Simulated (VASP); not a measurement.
# V (Pm-3m) in VASP: notebook

The runs below take V through single point, with PBE.

Program: VASP 6.6.1. These are calculated values, not measurements. Logs are shortened: lines on timing, memory, paths and dates and some standing lists are left out, and cuts for length are marked.

### Step 1. The cell of the first run

The structure is cubic, space group Pm-3m (No. 221). The conventional cell has a = 2.237 Å, b = 2.237 Å, c = 2.237 Å, α = 90.00°, β = 90.00°, γ = 90.00°. V (site symmetry m-3m) has 6 V at 2.24 Å within 3.0 Å.

### Step 2. Single point, PBE (volume scaled by 0.76)

Input file INCAR:

```
  PREC = Accurate
  ENCUT = 520
  EDIFF = 1E-7
  ISMEAR = -1
  SIGMA = 0.08
  LREAL = False
  LASPH = True
  NELM = 60
  ALGO = Normal
  ISIF = 2
  LWAVE = False
  LCHARG = True
  GGA = PE
  LELF = True
  LVHAR = True
  NBANDS = 12
```

Input file KPOINTS:

```
Automatic mesh
0
Gamma
  15 15 15
```

Input file POSCAR:

```
V
1.0
    2.2372699421      0.0000000000      0.0000000000
    0.0000000000      2.2372699421      0.0000000000
    0.0000000000      0.0000000000      2.2372699421
V
1
Direct
    0.0000000000      0.0000000000      0.0000000000
```

Potentials or basis: VASP PAW PBE potentials, release 64 (V_sv).

Launch:

```
> cat potpaw_PBE.64/V_sv/POTCAR > POTCAR
> mpirun -np 1 vasp_std > vasp.out
```

OUTCAR:

```text
PREC = Accurate
   ENCUT = 520
   EDIFF = 1E-7
   ISMEAR = -1
   LREAL = False
   LASPH = True
   NELM = 60
   ISIF = 2
   GGA = PE

 ion  position               nearest neighbor table
   1  0.000  0.000  0.000-

  LATTYP: Found a simple cubic cell.
 ALAT       =     2.2372699421

  Lattice vectors:

 A1 = (   2.2372699421,   0.0000000000,   0.0000000000)
 A2 = (   0.0000000000,   2.2372699421,   0.0000000000)
 A3 = (   0.0000000000,   0.0000000000,   2.2372699421)

Analysis of symmetry for initial positions (statically):
=====================================================================
 Subroutine PRICEL returns:
 Original cell was already a primitive cell.

 Routine SETGRP: Setting up the symmetry group for a
 simple cubic supercell.

 Subroutine GETGRP returns: Found 48 space group operations
 (whereof 48 operations were pure point group operations)
 out of a pool of 48 trial point group operations.

The static configuration has the point symmetry O_h .

Analysis of symmetry for dynamics (positions and initial velocities):
=====================================================================
 Subroutine PRICEL returns:
 Original cell was already a primitive cell.

 Routine SETGRP: Setting up the symmetry group for a
 simple cubic supercell.

 Subroutine GETGRP returns: Found 48 space group operations
 (whereof 48 operations were pure point group operations)
 out of a pool of 48 trial point group operations.

The dynamic configuration has the point symmetry O_h .

 Subroutine INISYM returns: Found 48 space group operations
 (whereof 48 operations are pure point group operations),
 and found     1 'primitive' translations

----------------------------------------------------------------------------------------

                                     Primitive cell

  volume of cell :      11.1984

  direct lattice vectors                    reciprocal lattice vectors
     2.237269942  0.000000000  0.000000000     0.446973332  0.000000000  0.000000000
     0.000000000  2.237269942  0.000000000     0.000000000  0.446973332  0.000000000
     0.000000000  0.000000000  2.237269942     0.000000000  0.000000000  0.446973332

  length of vectors
     2.237269942  2.237269942  2.237269942     0.446973332  0.446973332  0.446973332

  position of ions in fractional coordinates (direct lattice)
     0.000000000  0.000000000  0.000000000

  ion indices of the primitive-cell ions
   primitive index   ion index
                 1           1

----------------------------------------------------------------------------------------

 KPOINTS: Automatic mesh

Automatic generation of k-mesh.
 Grid dimensions read from file:
 generate k-points for:   15   15   15

 Generating k-lattice:

  Cartesian coordinates                     Fractional coordinates (reciprocal lattice)
     0.029798222  0.000000000  0.000000000     0.066666667  0.000000000  0.000000000
     0.000000000  0.029798222  0.000000000     0.000000000  0.066666667  0.000000000
     0.000000000  0.000000000  0.029798222     0.000000000  0.000000000  0.066666667

  Length of vectors
     0.029798222  0.029798222  0.029798222

  Shift w.r.t. Gamma in fractional coordinates (k-lattice)
     0.000000000  0.000000000  0.000000000

 Subroutine IBZKPT returns following result:
 ===========================================

 Found    120 irreducible k-points:

 Following reciprocal coordinates:
            Coordinates               Weight
  0.000000  0.000000  0.000000      1.000000
  0.066667  0.000000  0.000000      6.000000
  0.133333  0.000000  0.000000      6.000000
  0.200000  0.000000  0.000000      6.000000
  0.266667  0.000000  0.000000      6.000000
  0.333333  0.000000  0.000000      6.000000
[... 16 lines left out ...]
  0.266667  0.200000  0.000000     24.000000
  0.333333  0.200000  0.000000     24.000000
 [... further k-points ...]
   k-points           NKPTS =    120   k-points in BZ     NKDIM =    120   number of bands    NBANDS=     12
   number of dos      NEDOS =    301   number of ions     NIONS =      1
   total plane-waves  NPLWV =   5832
   dimension x,y,z NGX =    18 NGY =   18 NGZ =   18
   dimension x,y,z NGXF=    36 NGYF=   36 NGZF=   36
   ions per type =               1
   NGX,Y,Z   is equivalent  to a cutoff of  13.38, 13.38, 13.38 a.u.
   NGXF,Y,Z  is equivalent  to a cutoff of  26.75, 26.75, 26.75 a.u.
 SYSTEM =  unknown system
   PREC   = accura    normal or accurate (medium, high low for compatibility)
   ISTART =      0    job   : 0-new  1-cont  2-samecut
   ICHARG =      2    charge: 1-file 2-atom 10-const
   ISPIN  =      1    spin polarized calculation?
   LNONCOLLINEAR =      F non collinear calculations
   LSORBIT =      F    spin-orbit coupling
   LASPH  =      T    aspherical Exc in radial PAW
   ENCUT  =  520.0 eV  38.22 Ry    6.18 a.u.   4.16  4.16  4.16*2*pi/ulx,y,z
   NELM   =     60;   NELMIN=  2; NELMDL= -5     # of ELM steps
   EDIFF  = 0.1E-06   stopping-criterion for ELM
   LREAL  =      F    real-space projection
   EDIFFG = 0.1E-05   stopping-criterion for IOM
   NSW    =      0    number of steps for IOM
   IBRION =     -1    ionic relax: 0-MD 1-quasi-New 2-CG
   NFREE  =      0    steps in history (QN), initial steepest desc. (CG)
   ISIF   =      2    stress and relaxation
   ISYM   =      2    0-nonsym 1-usesym 2-fastsym
   POTIM  = 0.5000    time-step for ionic-motion
   TEBEG  =    0.0;   TEEND  =   0.0 temperature during run
   PSTRESS=    0.0 pullay stress
   NELECT =      13.0000    total number of electrons
   NUPDOWN=      -1.0000    fix difference up-down
   EMIN   =  10.00;   EMAX   =-10.00  energy-range for DOS
   EFERMI =   0.00;   METHOD = LEGACY
   ISMEAR =    -1;   SIGMA  =   0.08  broadening in eV -4-tet -1-fermi 0-gaus
   EFERMI_NEDOS =   21; number of points for ismear=-14 and -15
   IALGO  =     38    algorithm
   IMIX   =      4    mixing-type and parameters
     AMIX     =   0.40;   BMIX     =  1.00
     AMIX_MAG =   1.60;   BMIX_MAG =  1.00
  volume/ion in A,a.u.               =      11.20        75.57
  Fermi-wavevector in a.u.,A,eV,Ry     =   1.720564  3.251395 40.277889  2.960341
  Thomas-Fermi vector in A             =   2.796980
   LORBIT       =      0    0 simple, 1 ext, 2 COOP (PROOUT), +10 PAW based schemes
   GGA     = PE    functional components
   LHFCALC =     F    Hartree Fock is set to
   AEXX    =    0.0000 exact exchange contribution
   IVDW    =     0    specifies the selected vdW correction
   LEPSILON=     F    determine dielectric tensor
   LRPA    =     F    only Hartree local field effects (RPA)
 non-spin polarized calculation
  energy-cutoff  :      520.00
  volume of cell :       11.20
 maximum number of plane-waves:       312
 NGX is ok and might be reduce to    18
   NGX =  9   NGY =  9   NGZ =  9

 number of electron      12.9999999 magnetization

 Free energy of the ion-electron system (eV)
  ---------------------------------------------------
  ext. energy  EPLUGINS =         0.00000000
  ---------------------------------------------------
  free energy    TOTEN  =        -7.58995724 eV

  energy without entropy =       -7.56488941  energy(sigma->0) =       -7.57742333

 E-fermi :  12.4778     XC(G=0): -13.8133

 val. band max:       12.4280094022   @ k =   0.4667   0.4000   0.2000
 cond. band min:      12.5143302226   @ k =   0.4667   0.2000   0.0000
 fundamental gap:      0.0863208204
 Fermi energy:        12.4778229835

 k-point     1 :       0.0000    0.0000    0.0000
  band No.  band energies     occupation
      1     -51.4968      2.00000
      2     -24.0349      2.00000
      3     -24.0349      2.00000
      4     -24.0349      2.00000
      5       5.5474      2.00000
      6       9.3109      2.00000
      7       9.3109      2.00000
      8      17.2250      0.00000
      9      17.2250      0.00000
     10      17.2250      0.00000
     11      34.2977      0.00000
     12      34.2977      0.00000

 k-point     2 :       0.0667    0.0000    0.0000
  band No.  band energies     occupation
      1     -51.4792      2.00000
      2     -24.1391      2.00000
      3     -24.0260      2.00000
      4     -24.0260      2.00000
      5       5.7158      2.00000
      6       9.3536      2.00000
      7       9.4703      2.00000
      8      17.0705      0.00000
      9      17.0705      0.00000
     10      17.2365      0.00000
     11      33.1000      0.00000
     12      34.5638      0.00000

 k-point     3 :       0.1333    0.0000    0.0000
  band No.  band energies     occupation
      1     -51.4290      2.00000
      2     -24.4291      2.00000
      3     -24.0008      2.00000
      4     -24.0008      2.00000
      5       6.1895      2.00000
      6       9.4762      2.00000
      7       9.9350      2.00000
      8      16.6521      0.00000
      9      16.6521      0.00000
     10      17.2693      0.00000
     11      30.8061      0.00000
     12      35.3191      0.00000
[... 286 lines left out ...]
 k-point    23 :       0.2667    0.2000    0.0000
  band No.  band energies     occupation
      1     -51.1288      2.00000
      2     -25.2039      2.00000
      3     -24.6901      2.00000
      4     -23.8517      2.00000
      5       8.5821      2.00000
      6      10.5980      2.00000
      7      12.1942      1.94387
      8      14.8757      0.00000
      9      15.6185      0.00000
     10      16.3593      0.00000
     11      27.3341      0.00000
     12      31.0081      0.00000

 k-point    24 :       0.3333    0.2000    0.0000
  band No.  band energies     occupation
      1     -51.0456      2.00000
      2     -25.6200      2.00000
      3     -24.6370      2.00000
      4     -23.8113      2.00000
      5       9.1346      2.00000
      6      10.6950      2.00000
      7      12.5230      0.72516
      8      15.1162      0.00000
      9      15.3644      0.00000
     10      16.4294      0.00000
     11      25.4816      0.00000
     12      31.7528      0.00000

 [... further k-points ...]
[... 5 lines left out ...]
  --------------------------------------------------------------------------------------
  -------------------------------------------------------------------------------------
  Total        4.4152064      4.4152064      4.4152064      0.0000000      0.0000000      0.0000000
  in kB      631.6935315    631.6935315    631.6935315      0.0000000      0.0000000      0.0000000
  external PRESSURE =     631.6935315 kB  Pullay stress =       0.0000000 kB

 VOLUME and BASIS-vectors are now :
 -----------------------------------------------------------------------------
  energy-cutoff  :      520.00
  volume of cell :       11.20
      direct lattice vectors                 reciprocal lattice vectors
     2.237269942  0.000000000  0.000000000     0.446973332  0.000000000  0.000000000
     0.000000000  2.237269942  0.000000000     0.000000000  0.446973332  0.000000000
     0.000000000  0.000000000  2.237269942     0.000000000  0.000000000  0.446973332

 POSITION                                       TOTAL-FORCE (eV/Angst)
 -----------------------------------------------------------------------------------
      0.00000      0.00000      0.00000         0.000000      0.000000      0.000000
 -----------------------------------------------------------------------------------
    total drift:                                0.000000      0.000000      0.000000

  FREE ENERGIE OF THE ION-ELECTRON SYSTEM (eV)
  ---------------------------------------------------
  free  energy   TOTEN  =        -7.5899572440 eV

  energy  without entropy=       -7.5648894138  energy(sigma->0) =       -7.57742333
```

Wall time 9.2 s (1 thread of Intel Xeon 6975P-C, shared host); peak memory 0.13 GiB.

Results:

| Quantity | Value |
| --- | --- |
| Free energy | -7.5900 eV |
| Pressure | 63.2 GPa |

Levels at points of the mesh, in eV from the Fermi level:
```csv
k point,band 5,band 6,band 7,band 8,band 9,band 10
"(0.00, 0.00, 0.00)",-6.93,-3.17,-3.17,4.75,4.75,4.75
```

### Step 3. Single point, PBE (volume scaled by 0.84)

Input file INCAR:

```
SYSTEM = V
ALGO = Normal
EDIFF = 1E-6
ENCUT = 520
GGA = PE
ISIF = 2
ISMEAR = -1
LASPH = .TRUE.
LCHARG = .FALSE.
LREAL = .FALSE.
LWAVE = .FALSE.
NBANDS = 12
NELM = 100
PREC = Accurate
SIGMA = 0.08
```

Input file KPOINTS:

```
k-points
0
G
  15 15 15
  0 0 0
```

Input file POSCAR:

```
V
1.0
    2.3131668111      0.0000000000      0.0000000000
    0.0000000000      2.3131668111      0.0000000000
    0.0000000000      0.0000000000      2.3131668111
V
1
Direct
    0.0000000000      0.0000000000      0.0000000000
```

Potentials or basis: VASP PAW PBE potentials, release 64 (V_sv).

Launch:

```
> cat potpaw_PBE.64/V_sv/POTCAR > POTCAR
> mpirun -np 1 vasp_std > vasp.out
```

It took 9 s on 1 thread of Intel Xeon 6975P-C, shared host; peak memory 0.13 GiB.

It converged, with:

| Item | Value |
| --- | --- |
| Free energy | -7.9380 eV |
| Pressure | 33.4 GPa |

Levels at points of the mesh, in eV from the Fermi level:
```
           k point  band 5  band 6  band 7  band 8  band 9  band 10
(0.00, 0.00, 0.00)   -6.74   -2.72   -2.72    4.28    4.28     4.28
```

### Step 4. Single point, PBE (volume scaled by 0.84)

Input file INCAR:

```
PREC     = Accurate       # precision mode
ENCUT    = 520            # plane-wave cutoff, eV
EDIFF    = 1E-6           # SCF threshold, eV
ISMEAR   = -1             # smearing method
SIGMA    = 0.08           # smearing width, eV
LREAL    = False          # projectors in reciprocal space
LASPH    = True           # aspherical terms in the spheres
NELM     = 80             # most SCF steps
ALGO     = Normal         # electronic algorithm
ISIF     = 2              # what is computed and relaxed
LWAVE    = False          # write WAVECAR
LCHARG   = True           # write CHGCAR
GGA      = PE             # functional
LELF     = True           # ELF
LVHAR    = True         
NBANDS   = 12             # bands
```

Input file KPOINTS:

```
regular mesh
0
Gamma
  15 15 15
```

POSCAR is that of step 3.

Launch:

```
> cat potpaw_PBE.64/V_sv/POTCAR > POTCAR
> mpirun -np 1 vasp_std > vasp.out
```

Run time: 9.3 s. Hardware: 1 thread of Intel Xeon 6975P-C, shared host; peak memory 0.13 GiB.

The run converged. Its results:

| Quantity | Value |
| --- | --- |
| Free energy | -7.9380 eV |
| Pressure | 33.4 GPa |

Levels at points of the mesh, in eV from the Fermi level:
```tsv
k point	band 3	band 4	band 5	band 6	band 7	band 8	band 9	band 10	band 11	band 12
(0.00, 0.00, 0.00)	-36.73	-36.73	-6.74	-2.72	-2.72	4.28	4.28	4.28	20.45	20.45
```

[end of part 1 of 2]
